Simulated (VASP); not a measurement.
Slab: As, a slab with vacuum.

```
CELL_PARAMETERS angstrom
3.57490 0.00000 0.00000
-1.78745 3.09596 0.00000
0.00000 0.00000 26.41564
ATOMIC_POSITIONS crystal
As 0.33333 0.66667 0.32062
As 0.66667 0.33333 0.37245
```

Base run:

- Program: VASP 6.6.1
- Functional: HSE06
- Potentials or basis: VASP PAW PBE potentials, release 64 (As)
- Cutoff: 520 eV
- k mesh: 6 × 6 × 1
- Occupations: gaussian, width 0.01 eV
- Spin: no spin polarisation

Its results: band gap on the k mesh 2.31 eV, indirect (least direct gap 2.86 eV); largest force 0.085 eV/Å.

Task: After a change of settings the same cell gave: band gap on the k mesh 2.99 eV, indirect (least direct gap 3.53 eV); largest force 0.099 eV/Å. Which change was it?
A. functional from HSE06 to HF
B. functional from HSE06 to PBE0; further incar settings from ALGO = Normal; EDIFF = 1e-06; NBANDS = 12 to ALGO = Normal; EDIFF = 1e-07; NBANDS = 12
C. functional from HSE06 to r2SCAN; k mesh from 6 × 6 × 1 to 12 × 12 × 1

Result: B.

Caveats: the PAW data sets were made with another functional, which shifts forces and pressure a little.
